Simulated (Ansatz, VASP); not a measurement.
## One calculation of Na, two programs

Contents of INCAR:

```
SYSTEM = Na
ALGO = Normal ; EDIFF = 1E-6
EDIFFG = -0.01 ; ENCUT = 600
GGA = PE ; IBRION = 2
ISIF = 3 ; ISMEAR = -1
LASPH = .True. ; LCHARG = .False.
LREAL = .False. ; LWAVE = .False.
NELM = 60 ; NSW = 80
PREC = Accurate ; SIGMA = 0.1
```

KPOINTS

```
k-points
0
Gamma
  4 4 4
  0 0 0
```

The input POSCAR:

```
Na
1.0
    6.7067694446      0.0000000000      0.0000000000
    0.0000000000      6.7067694446      0.0000000000
    0.0000000000      0.0000000000      6.7067694446
Na
8
Direct
    0.0000000000      0.0000000000      0.0000000000
    0.5000000000      0.5000000000      0.5000000000
    0.2500000000      0.0000000000      0.5000000000
    0.7500000000      0.0000000000      0.5000000000
    0.5000000000      0.2500000000      0.0000000000
    0.5000000000      0.7500000000      0.0000000000
    0.0000000000      0.5000000000      0.2500000000
    0.0000000000      0.5000000000      0.7500000000
```

Input for Ansatz:

```yaml
crystal:
  lattice:
    - [6.7067694446, 0.0, 0.0]
    - [0.0, 6.7067694446, 0.0]
    - [0.0, 0.0, 6.7067694446]
  atoms:
    - { symbol: Na, position: [0.0, 0.0, 0.0] }
    - { symbol: Na, position: [0.5, 0.5, 0.5] }
    - { symbol: Na, position: [0.25, 0.0, 0.5] }
    - { symbol: Na, position: [0.75, 0.0, 0.5] }
    - { symbol: Na, position: [0.5, 0.25, 0.0] }
    - { symbol: Na, position: [0.5, 0.75, 0.0] }
    - { symbol: Na, position: [0.0, 0.5, 0.25] }
    - { symbol: Na, position: [0.0, 0.5, 0.75] }
hamiltonian:
  xc: pbe
  pseudopotentials:
    kind: paw
    azcp:
      Na: "pseudopotentials/Na.paw.azcp"
basis:
  ecutwfc: 420
  fft_grid_basis: typed
kpoints:
  mp_grid: { grid: [4, 4, 4], shift: [0, 0, 0] }
magnetization:
  spin_polarized: false
scf:
  occupations: { method: fermi_dirac, width: 0.1 }
relax:
  max_steps: 60
  f_tol: 0.01
  cell: {}
```

Alike in both runs: task relaxation of cell and atoms; functional PBE; k mesh 4 × 4 × 4; occupations fermi-dirac, width 0.1 eV; no spin polarisation.

```csv
,VASP,Ansatz
version,VASP 6.6.1,Ansatz 0.2.0
potentials or method,"VASP PAW PBE potentials, release 64 (Na_pv), cutoff 600 eV","plane waves (420 eV) with PAW, scalar-relativistic"
valence electrons in the cell,56,72
```

```tsv
	VASP	Ansatz	Ansatz less VASP
relaxed volume (Å³/atom)	37.34	37.27	-0.070
relaxed cell length with the largest relative difference (Å)	6.685	6.681	-0.0042
```

VASP's potentials hold 56 valence electrons a cell and Ansatz's 72, so a difference there can come from the potentials and not from the codes.
